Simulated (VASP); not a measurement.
TaWC2: single point with PBEsol

The system is TaWC2.

```
W Ta C
1.0
     1.55514    0.89786    5.04983
    -1.55514    0.89786    5.04983
     0.00000   -1.79572    5.04983
W Ta C
1 1 2
Direct
  0.00000 0.00000 0.00000
  0.50000 0.50000 0.50000
  0.25121 0.25121 0.25121
  0.74879 0.74879 0.74879
```

```yaml
Program: VASP 6.6.1
Task: single point
Functional: PBEsol
Potentials_or_basis: VASP PAW PBE potentials, release 64 (W_sv, Ta_pv, C)
Cutoff: 520 eV
k_mesh: 10 × 10 × 10
Occupations: fermi-dirac, width 0.05 eV
Spin: no spin polarisation
```

```yaml
Pressure: 1.0 GPa
Largest_force: 0.010 eV/Å
Band_gap_on_the_k_mesh: zero (an odd number of electrons rules out a gap without spin polarisation)
```

Forces on the atoms (eV/Å):
```
W    0.000  0.000  0.000
Ta   0.000  0.000  0.000
C    0.000  0.000  0.010
C    0.000  0.000 -0.010
```

Levels at points of the mesh, in eV from the Fermi level:
| k point | band 13 | band 14 | band 15 | band 16 | band 17 | band 18 | band 19 | band 20 | band 21 | band 22 |
| --- | --- | --- | --- | --- | --- | --- | --- | --- | --- | --- |
| (0.00, 0.00, 0.00) | -2.27 | -2.27 | -2.14 | -0.81 | -0.81 | -0.76 | -0.23 | -0.23 | 2.03 | 2.03 |
| (0.50, 0.00, 0.00) | -5.61 | -4.97 | -4.55 | -1.30 | -0.79 | 1.53 | 2.26 | 3.27 | 3.80 | 5.30 |
| (0.50, 0.50, 0.00) | -5.36 | -5.16 | -2.19 | -2.13 | 1.28 | 1.73 | 1.91 | 2.67 | 3.62 | 3.79 |
| (0.50, 0.50, 0.50) | -5.17 | -4.46 | -4.46 | -1.00 | -1.00 | 0.19 | 0.19 | 0.30 | 0.69 | 5.10 |

Wall time 120 s on 1 thread of Intel(R) Xeon(R) 6975P-C (Granite Rapids), on a shared host, peak memory 0.32 GiB.

Caveat: the PAW data sets were made with another functional, which shifts forces and pressure a little; spin-orbit coupling is left out, which moves the levels of the heavy elements; an odd number of electrons without spin polarisation forces a metal; a magnetic or distorted state may lie lower.
